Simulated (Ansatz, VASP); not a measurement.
## Sr: VASP beside Ansatz

```
CELL_PARAMETERS angstrom
0.00000 3.01332 3.01332
3.01332 0.00000 3.01332
3.01332 3.01332 0.00000
ATOMIC_POSITIONS crystal
Sr 0.00000 0.00000 0.00000
```

Alike in both runs: functional PBE; k mesh 12 × 12 × 12; occupations gaussian, width 0.1 eV; no spin polarisation.

Ansatz relaxed the structure, and its values are those at the end. VASP's run is a single point on that final structure, the one shown.

|  | VASP | Ansatz |
| --- | --- | --- |
| version | VASP 6.6.1 | Ansatz 0.2.0 |
| potentials or method | VASP PAW PBE potentials, release 64 (Sr_sv), cutoff 520 eV | scalar-relativistic, plane waves, PAW |
| valence electrons in the cell | 10 | 10 |

```tsv
	VASP	Ansatz	Ansatz less VASP
gap on the k mesh at the Fermi level (eV)	none	none	-
pressure (GPa)	0.0	0.0	0.00
```

A gap of «none» marks a metal or a gap that the smearing closes.
